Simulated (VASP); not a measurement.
The system is Nb2Ga3C3.

```xyz
8
Lattice="5.0921 0.0000 0.0000 0.0000 5.0921 0.0000 0.0000 0.0000 5.0921" Properties=species:S:1:pos:R:3 pbc="T T T"
Nb    2.5461    2.5461    2.5461
Nb    0.0000    0.0000    0.0000
Ga    0.0000    2.5461    2.5461
Ga    2.5461    0.0000    2.5461
Ga    2.5461    2.5461    0.0000
C     2.5461    0.0000    0.0000
C     0.0000    2.5461    0.0000
C     0.0000    0.0000    2.5461
```

| Quantity | Value |
| --- | --- |
| Program | VASP 6.6.1 |
| Task | relaxation of cell and atoms |
| Functional | PBE |
| Potentials or basis | VASP PAW PBE potentials, release 64 (Nb_sv, Ga_d, C) |
| Cutoff | 600 eV |
| k mesh | 4 × 4 × 4 |
| Occupations | gaussian, width 0.1 eV |
| Spin | no spin polarisation |

At the start: pressure -12.9 GPa; volume 16.50 Å³/atom.

Problem. How do energy, volume and symmetry change on relaxing?

Solution. Over 3 steps the energy falls by 94.3 meV/atom and the volume is 14.42 Å³/atom (-12.6 %); space group Pm-3m (No. 221, to 0.05 Å).

The path:
| step | energy change (eV) | largest force (eV/Å) | pressure (GPa) | volume (Å³) |
| --- | --- | --- | --- | --- |
| 1 | 0.0000 | 0.0000 | -12.88 | 132.04 |
| 2 | -0.5644 | 0.0000 | 9.17 | 108.27 |
| 3 | -0.7547 | 0.0000 | -0.02 | 115.36 |

Final structure:
```cif
data_structure
_symmetry_space_group_name_H-M 'P 1'
_symmetry_Int_Tables_number 1
_cell_length_a 4.8681
_cell_length_b 4.8681
_cell_length_c 4.8681
_cell_angle_alpha 90.000
_cell_angle_beta 90.000
_cell_angle_gamma 90.000
_cell_volume 115.36
loop_
_atom_site_label
_atom_site_type_symbol
_atom_site_fract_x
_atom_site_fract_y
_atom_site_fract_z
_atom_site_occupancy
Nb1 Nb 0.50000 0.50000 0.50000 1
Nb2 Nb 0.00000 0.00000 0.00000 1
Ga1 Ga 0.00000 0.50000 0.50000 1
Ga2 Ga 0.50000 0.00000 0.50000 1
Ga3 Ga 0.50000 0.50000 0.00000 1
C1 C 0.50000 0.00000 0.00000 1
C2 C 0.00000 0.50000 0.00000 1
C3 C 0.00000 0.00000 0.50000 1
```
